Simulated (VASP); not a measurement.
# Si62As (a cell with a defect) in VASP: notebook

The runs below take Si62As (a cell with a defect) through single point, with LDA.

Program: VASP 6.6.1. These are calculated values, not measurements. Logs are shortened: lines on timing, memory, paths and dates and some standing lists are left out, and cuts for length are marked.

## (1) The cell of the first run

The cell holds a defect, 63 atoms: a = 10.860 Å, b = 10.860 Å, c = 10.860 Å, α = 90.00°, β = 90.00°, γ = 90.00°.

## (2) Single point, LDA, collinear spin, zero start

Contents of INCAR:

```
PREC = Accurate
ENCUT = 520
EDIFF = 1E-6
ISMEAR = 0
SIGMA = 0.05
LREAL = Auto
LASPH = True
NELM = 150
ALGO = Normal
ISIF = 2
LWAVE = False
LCHARG = False
ISPIN = 2
MAGMOM = 0 0 0 0 0 0 0 0 0 0 0 0 0 0 0 0 0 0 0 0 0 0 0 0 0 0 0 0 0 0 0 0 0 0 0 0 0 0 0 0 0 0 0 0 0 0 0 0 0 0 0 0 0 0 0 0 0 0 0 0 0 0 0
LORBIT = 11
NELECT = 255.0
NBANDS = 168
```

Contents of KPOINTS:

```
regular mesh
0
Gamma
  1 1 1
```

Contents of POSCAR:

```
Si62As
1.0
   10.8600000000      0.0000000000      0.0000000000
    0.0000000000     10.8600000000      0.0000000000
    0.0000000000      0.0000000000     10.8600000000
Si As
62 1
Direct
    0.5007247698     -0.0009062615     -0.0001406077
    0.6209024862      0.1288355433      0.1263601289
    0.7505502762      0.2525560773      0.0033596685
    0.8752291897      0.3799103131      0.1285680479
    0.7497225599      0.0002189687      0.2475810313
    0.8741286372      0.1245042357      0.3740461326
    0.0046495396     -0.0032603131     -0.0040139042
    0.1233412523      0.1257721915      0.1247310313
    0.2502925414      0.2499064457     -0.0000093002
    0.3744968692      0.3767809392      0.1249569061
    0.5032135359      0.4952259669     -0.0041137201
    0.6231747698      0.6250320442      0.1222092081
    0.7499992634      0.7500220994     -0.0008802026
    0.8749534991      0.8769401473      0.1223417127
    0.2486953039      0.0016874770      0.2517019337
    0.3801938306      0.1195303867      0.3786332413
    0.4980395948      0.2515377532      0.2523839779
    0.6274507366      0.3764466851      0.3743873849
    0.7492707182      0.5063901473      0.2513787293
    0.5131392265     -0.0132179558      0.4942289134
    0.6250740331      0.1222722836      0.6224814917
    0.7505685083      0.2499127072      0.4998023020
    0.8757302947      0.3775693370      0.6224230203
    0.7501278085      0.0030641805      0.7534410681
    0.8758574586      0.1271531308      0.8795386740
    0.0020848066      0.4979142726     -0.0008239411
    0.1190922652      0.6252628913      0.1292970534
    0.2466357274      0.7491599448      0.0038044199
    0.3716829650      0.8782342541      0.1263726519
   -0.0007725599      0.2507854512      0.2502338858
    0.1279008287      0.3722575506      0.3748813076
    0.2490720994      0.5011062615      0.2501500000
    0.3756813996      0.6260976059      0.3741269797
    0.5004992634      0.7498782689      0.2480615101
    0.6420201657      0.8586815838      0.3697595764
   -0.0008376611     -0.0024872007      0.4977550645
    0.1221560773      0.1246303867      0.6261066298
    0.2531073665      0.2466478821      0.5022322284
    0.3761080110      0.3772229282      0.6257828729
    0.5024008287      0.5007660221      0.4976521179
    0.6151844383      0.6225758748      0.6347499079
    0.8764883057      0.8823930939      0.6324705341
    0.2515283610      0.0000175875      0.7475707182
    0.3752458564      0.1247151934      0.8752001842
    0.5002280847      0.2479941068      0.7477316759
    0.6283491713      0.3717738490      0.8708926335
    0.7511289134      0.5022594843      0.7488015654
    0.8756535912      0.6245211786      0.8760631676
   -0.0070511050      0.7510492634      0.2522821363
    0.1238399632      0.8728977901      0.3744039595
    0.0002946593      0.4996060773      0.4951315838
    0.1225363720      0.6244920810      0.6222984346
    0.2501564457      0.7496471455      0.4998805709
    0.3777419890      0.8750633517      0.6226744015
   -0.0023925414      0.2510920810      0.7501153775
    0.1260406077      0.3742857274      0.8737181400
    0.2492320442      0.5020796501      0.7494491713
    0.3722279926      0.6238773481      0.8799027624
    0.4959084715      0.7502493554      0.7546471455
    0.6253541436      0.8748650092      0.8754231123
   -0.0023293738      0.7485646409      0.7485948435
    0.1281159300      0.8717628913      0.8710339779
    0.8513864641      0.6480140884      0.3922107735
```

Potentials or basis: VASP PAW LDA potentials, release 64 (Si, As).

Launch:

```sh
> cat potpaw_LDA.64/Si/POTCAR potpaw_LDA.64/As/POTCAR > POTCAR
> mpirun -np 1 vasp_gam > vasp.out
```

OUTCAR:

```text
PREC = Accurate
   ENCUT = 520
   EDIFF = 1E-6
   ISMEAR = 0
   LREAL = Auto
   LASPH = True
   NELM = 150
   ISIF = 2
   ISPIN = 2
   LORBIT = 11
   NELECT = 255.0

 ion  position               nearest neighbor table
   1  0.501  0.999  1.000-  60 2.34  44 2.36  29 2.36   2 2.36
   2  0.621  0.129  0.126-  17 2.33   3 2.36   1 2.36   5 2.38
   3  0.751  0.253  0.003-  46 2.35  25 2.35   2 2.36   4 2.37
   4  0.875  0.380  0.129-  26 2.35  30 2.35  19 2.35   3 2.37
   5  0.750  0.000  0.248-  35 2.34  14 2.34   6 2.35   2 2.38
   6  0.874  0.125  0.374-  22 2.35   5 2.35  30 2.35  36 2.36
[... 54 lines left out ...]
  61  0.998  0.749  0.749-  42 2.33  48 2.34  52 2.35  62 2.36
  62  0.128  0.872  0.871-   7 2.34  28 2.35  43 2.35  61 2.36
  63  0.851  0.648  0.392-  49 2.43  19 2.44  51 2.54

  LATTYP: Found a simple cubic cell.
 ALAT       =    10.8600000000

  Lattice vectors:

 A1 = (  10.8600000000,   0.0000000000,   0.0000000000)
 A2 = (   0.0000000000,  10.8600000000,   0.0000000000)
 A3 = (   0.0000000000,   0.0000000000,  10.8600000000)

Analysis of symmetry for initial positions (statically):
=====================================================================
 Subroutine PRICEL returns:
 Original cell was already a primitive cell.

 Routine SETGRP: Setting up the symmetry group for a
 simple cubic supercell.

 Subroutine GETGRP returns: Found  1 space group operations
 (whereof  1 operations were pure point group operations)
 out of a pool of 48 trial point group operations.

The static configuration has the point symmetry C_1 .

Analysis of symmetry for dynamics (positions and initial velocities):
=====================================================================
 Subroutine PRICEL returns:
 Original cell was already a primitive cell.

 Routine SETGRP: Setting up the symmetry group for a
 simple cubic supercell.

 Subroutine GETGRP returns: Found  1 space group operations
 (whereof  1 operations were pure point group operations)
 out of a pool of 48 trial point group operations.

The dynamic configuration has the point symmetry C_1 .

Analysis of structural, dynamic, and magnetic symmetry:
=====================================================================
 Subroutine PRICEL returns:
 Original cell was already a primitive cell.

 Routine SETGRP: Setting up the symmetry group for a
 simple cubic supercell.

 Subroutine GETGRP returns: Found  1 space group operations
 (whereof  1 operations were pure point group operations)
 out of a pool of 48 trial point group operations.

The overall configuration has the point symmetry C_1 .

 Subroutine INISYM returns: Found  1 space group operations
 (whereof  1 operations are pure point group operations),
 and found     1 'primitive' translations

----------------------------------------------------------------------------------------

                                     Primitive cell

  volume of cell :    1280.8241

  direct lattice vectors                    reciprocal lattice vectors
    10.860000000  0.000000000  0.000000000     0.092081031  0.000000000  0.000000000
     0.000000000 10.860000000  0.000000000     0.000000000  0.092081031  0.000000000
     0.000000000  0.000000000 10.860000000     0.000000000  0.000000000  0.092081031

  length of vectors
    10.860000000 10.860000000 10.860000000     0.092081031  0.092081031  0.092081031

  position of ions in fractional coordinates (direct lattice)
     0.500724770  0.999093739  0.999859392
     0.620902486  0.128835543  0.126360129
     0.750550276  0.252556077  0.003359669
     0.875229190  0.379910313  0.128568048
     0.749722560  0.000218969  0.247581031
     0.874128637  0.124504236  0.374046133
[... 55 lines left out ...]
     0.128115930  0.871762891  0.871033978
     0.851386464  0.648014088  0.392210773

  ion indices of the primitive-cell ions
   primitive index   ion index
[... 106 lines left out ...]
   LNONCOLLINEAR =      F non collinear calculations
   LSORBIT =      F    spin-orbit coupling
   LASPH  =      T    aspherical Exc in radial PAW
[... 42 lines left out ...]
  ---------------------------------------------------
  free energy    TOTEN  =      -353.08543282 eV

  energy without entropy =     -353.03884468  energy(sigma->0) =     -353.06213875

 E-fermi :   6.1561     XC(G=0):  -9.5824

 val. band max:        6.1523983105   @ k =   0.0000   0.0000   0.0000
 cond. band min:       6.2189351736   @ k =   0.0000   0.0000   0.0000
 fundamental gap:      0.0665368631
 Fermi energy:         6.1560915615

 spin component 1

 k-point     1 :       0.0000    0.0000    0.0000
  band No.  band energies     occupation
      1      -6.4178      1.00000
      2      -5.8514      1.00000
      3      -5.2703      1.00000
      4      -5.2504      1.00000
      5      -5.2445      1.00000
      6      -5.2335      1.00000
[... 131 lines left out ...]
    138       6.7555      0.00000
    139       6.7863      0.00000
 Fermi energy:         6.1560915615

 spin component 2

 k-point     1 :       0.0000    0.0000    0.0000
  band No.  band energies     occupation
      1      -6.4178      1.00000
      2      -5.8514      1.00000
      3      -5.2704      1.00000
      4      -5.2505      1.00000
      5      -5.2445      1.00000
      6      -5.2335      1.00000
[... 131 lines left out ...]
    138       6.7555      0.00000
    139       6.7863      0.00000
 [bands above 139 left out]

------------------------ aborting loop because EDIFF is reached ----------------------------------------

  FORCE on cell =-STRESS in cart. coord.  units (eV):
  Direction    XX          YY          ZZ          XY          YZ          ZX
  --------------------------------------------------------------------------------------
  -------------------------------------------------------------------------------------
  Total        5.6415532      5.5049148      9.0093578     -3.8262633      3.7809813     -4.6646787
  in kB        7.0569948      6.8860744     11.2697671     -4.7862564      4.7296133     -5.8350266
  external PRESSURE =       8.4042787 kB  Pullay stress =       0.0000000 kB

 VOLUME and BASIS-vectors are now :
 -----------------------------------------------------------------------------
  energy-cutoff  :      520.00
  volume of cell :     1280.82
      direct lattice vectors                 reciprocal lattice vectors
    10.860000000  0.000000000  0.000000000     0.092081031  0.000000000  0.000000000
     0.000000000 10.860000000  0.000000000     0.000000000  0.092081031  0.000000000
     0.000000000  0.000000000 10.860000000     0.000000000  0.000000000  0.092081031

 POSITION                                       TOTAL-FORCE (eV/Angst)
 -----------------------------------------------------------------------------------
      5.43787     10.85016     10.85847        -0.002817      0.003977     -0.004884
      6.74300      1.39915      1.37227         0.007938     -0.007046      0.004304
      8.15098      2.74276      0.03649        -0.016127      0.006559     -0.005357
      9.50499      4.12583      1.39625         0.008315     -0.007610     -0.011509
      8.14199      0.00238      2.68873        -0.010122     -0.002069      0.006823
      9.49304      1.35212      4.06214        -0.002656     -0.009275     -0.003409
[... 55 lines left out ...]
      1.39134      9.46734      9.45943        -0.015989     -0.001876     -0.003978
      9.24606      7.03743      4.25941         0.097468     -0.093108      0.038409
 -----------------------------------------------------------------------------------
    total drift:                                0.005263     -0.003667      0.007929

  FREE ENERGIE OF THE ION-ELECTRON SYSTEM (eV)
  ---------------------------------------------------
  free  energy   TOTEN  =      -353.0854328220 eV

  energy  without entropy=     -353.0388446762  energy(sigma->0) =     -353.06213875

 total charge

# of ion       s       p       d       tot
------------------------------------------
    1        0.746   0.967   0.000   1.713
    2        0.755   0.958   0.000   1.713
    3        0.756   0.955   0.000   1.711
    4        0.751   0.962   0.000   1.714
    5        0.753   0.954   0.000   1.707
    6        0.749   0.966   0.000   1.714
[... 55 lines left out ...]
   62        0.752   0.954   0.000   1.705
   63        1.307   1.431   0.038   2.776
--------------------------------------------------
tot         47.919  60.714   0.038 108.671

 magnetization (x)

# of ion       s       p       d       tot
------------------------------------------
    1       -0.000  -0.000   0.000  -0.000
    2       -0.000  -0.000   0.000  -0.000
    3       -0.000  -0.000   0.000  -0.000
    4       -0.000  -0.000   0.000  -0.000
    5       -0.000  -0.000   0.000  -0.000
    6        0.000  -0.000   0.000  -0.000
[... 55 lines left out ...]
   62       -0.000  -0.000   0.000  -0.000
   63       -0.000  -0.000  -0.000  -0.000
--------------------------------------------------
tot         -0.000  -0.000  -0.000  -0.000
```

It took 12 min on 1 thread of Intel Xeon Platinum 8259CL at 2.50GHz (Skylake/Cascade Lake), shared host; peak memory 0.87 GiB.

Results:

| Item | Value |
| --- | --- |
| Free energy | -353.0854 eV |
| Largest force | 0.140 eV/Å |
| Net moment | 0.00 μB per cell |
| Valence electrons inside the program's atomic spheres | Si 1.71, 1.72, 1.70, 1.69, 1.66, 1.68 (each value once); As 2.78 |

Forces on the atoms (eV/Å):
```
Si  -0.003  0.004 -0.005
Si   0.008 -0.007  0.004
Si  -0.016  0.007 -0.005
Si   0.008 -0.008 -0.012
Si  -0.010 -0.002  0.007
Si  -0.003 -0.009 -0.003
Si  -0.011 -0.004  0.002
Si  -0.007 -0.012  0.000
Si   0.000  0.005 -0.002
Si   0.004  0.009  0.004
Si   0.008  0.013 -0.001
Si   0.006 -0.005  0.017
Si   0.001  0.003 -0.003
Si  -0.006 -0.007  0.023
Si  -0.004  0.002 -0.004
Si  -0.020  0.016 -0.003
Si  -0.002  0.003 -0.008
Si  -0.006 -0.001 -0.005
Si   0.003 -0.039 -0.024
Si  -0.027  0.032  0.002
Si  -0.010  0.003  0.005
Si  -0.002 -0.002  0.001
Si  -0.011  0.002  0.013
Si  -0.016  0.003 -0.004
Si   0.009 -0.013 -0.002
Si   0.009 -0.004 -0.020
Si   0.014 -0.023 -0.025
Si   0.008  0.022 -0.012
Si  -0.002 -0.003  0.012
Si  -0.005 -0.002 -0.004
Si  -0.012  0.010 -0.013
Si   0.010  0.007 -0.006
Si  -0.004 -0.007 -0.002
Si   0.004  0.024  0.002
Si  -0.026  0.013  0.037
Si  -0.006 -0.009 -0.009
Si  -0.013 -0.023 -0.003
Si  -0.013  0.018 -0.004
Si   0.002  0.018  0.008
Si   0.010  0.001 -0.013
Si  -0.022 -0.032  0.010
Si   0.022  0.045  0.039
Si  -0.005  0.010  0.003
Si   0.005 -0.010  0.000
Si  -0.005  0.011  0.002
Si  -0.007  0.011  0.007
Si   0.007  0.009 -0.007
Si   0.004 -0.016  0.004
Si   0.044 -0.008 -0.031
Si  -0.006  0.001 -0.003
Si   0.018 -0.011  0.013
Si  -0.006 -0.003  0.009
Si   0.009  0.000 -0.002
Si  -0.012  0.015  0.009
Si  -0.001  0.001 -0.005
Si  -0.001 -0.003 -0.010
Si   0.002  0.003 -0.004
Si   0.007 -0.006 -0.001
Si   0.007  0.027 -0.010
Si  -0.008  0.005  0.002
Si  -0.004  0.012 -0.006
Si  -0.016 -0.002 -0.004
As   0.097 -0.093  0.038
```

Caveat: the k points lie up to 0.58 Å⁻¹ apart; the cell carries a net charge on a neutralising background, which shifts energy and pressure; the cell is charged against a uniform background, so pressure and absolute levels hang on convention; no moment was typed at the start, so none could form.

(Part 1 of 2 ends here.)
